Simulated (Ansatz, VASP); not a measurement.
## C in VASP and in Ansatz

```xyz
2
Lattice="1.2082 0.6976 3.4577 -1.2082 0.6976 3.4577 0.0000 -1.3951 3.4577" Properties=species:S:1:pos:R:3 pbc="T T T"
C     0.0000    0.0000    1.7012
C     0.0000    0.0000    8.6718
```

Alike in both runs: task single point; functional r2SCAN; k mesh 12 × 12 × 12; occupations gaussian, width 0.05 eV; no spin polarisation.

|  | VASP | Ansatz |
| --- | --- | --- |
| version | VASP 6.6.1 | Ansatz 0.2.0 |
| potentials or method | VASP PAW PBE potentials, release 64 (C), cutoff 520 eV | scalar-relativistic, plane waves, PAW |
| valence electrons in the cell | 8 | 8 |

VASP gave:

```
gap on the k mesh at the Fermi level (eV)                     : 0.65
least direct gap on the mesh (eV)                             : 0.65
pressure (GPa)                                                : 15.0
traceless stress, the component that is largest in VASP (GPa) : -15.46
rms of the force components (eV/Å)                            : 0.537
```

Q: Which values does Ansatz return?

A: gap on the k mesh at the Fermi level (eV): 0.65; least direct gap on the mesh (eV): 0.65; pressure (GPa): 14.3; traceless stress, the component that is largest in VASP (GPa): -14.66; rms of the force components (eV/Å): 0.542.

VASP's potentials were made for PBE, not for r2SCAN. Atom by atom the forces differ by 0.005 eV/Å (rms over components). With one functional, cell and mesh, what is left measures potentials, basis and numerics.
